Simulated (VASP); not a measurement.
The system is Ta2Bi2O.

```xyz
5
Lattice="4.3847 0.0000 0.0000 -2.1924 3.7973 0.0000 0.0000 0.0000 6.4650" Properties=species:S:1:pos:R:3 pbc="T T T"
Ta    0.0000    2.5315    1.8552
Ta    0.0000    2.5315    4.6098
Bi    2.1924    1.2658    0.0000
Bi    0.0000    0.0000    3.2325
O     2.1924    1.2658    3.2325
```

The cell was built from a structure type or drawn by symmetry, and may not be a known phase.

* Program: VASP 6.6.1
* Task: relaxation of cell and atoms
* Functional: PBE
* Potentials or basis: VASP PAW PBE potentials, release 64 (Ta_pv, Bi_d, O)
* Cutoff: 600 eV
* k mesh: 6 × 6 × 4
* Occupations: gaussian, width 0.1 eV
* Spin: no spin polarisation

At the start: pressure -0.2 GPa; volume 21.53 Å³/atom.

Question: How do energy, volume and symmetry change on relaxing?

Answer: Over 6 steps the energy falls by 5.4 meV/atom and the volume is 21.32 Å³/atom (-1.0 %); space group P-6m2 (No. 187, to 0.1 Å) before and after.

The path:
| step | energy change (eV) | largest force (eV/Å) | pressure (GPa) | volume (Å³) |
| --- | --- | --- | --- | --- |
| 1 | 0.0000 | 0.2410 | -0.17 | 107.64 |
| 2 | -0.0136 | 0.1843 | -0.11 | 107.28 |
| 3 | -0.0262 | 0.0982 | 0.14 | 106.49 |
| 4 | -0.0263 | 0.0915 | 0.18 | 106.41 |
| 5 | -0.0258 | 0.0774 | -0.55 | 106.91 |
| 6 | -0.0268 | 0.0219 | -0.12 | 106.61 |

Final structure:
```cif
data_structure
_symmetry_space_group_name_H-M 'P 1'
_symmetry_Int_Tables_number 1
_cell_length_a 4.4303
_cell_length_b 4.4303
_cell_length_c 6.2718
_cell_angle_alpha 90.000
_cell_angle_beta 90.000
_cell_angle_gamma 120.000
_cell_volume 106.61
loop_
_atom_site_label
_atom_site_type_symbol
_atom_site_fract_x
_atom_site_fract_y
_atom_site_fract_z
_atom_site_occupancy
Ta1 Ta 0.33333 0.66667 0.28039 1
Ta2 Ta 0.33333 0.66667 0.71961 1
Bi1 Bi 0.66667 0.33333 0.00000 1
Bi2 Bi 0.00000 0.00000 0.50000 1
O1 O 0.66667 0.33333 0.50000 1
```
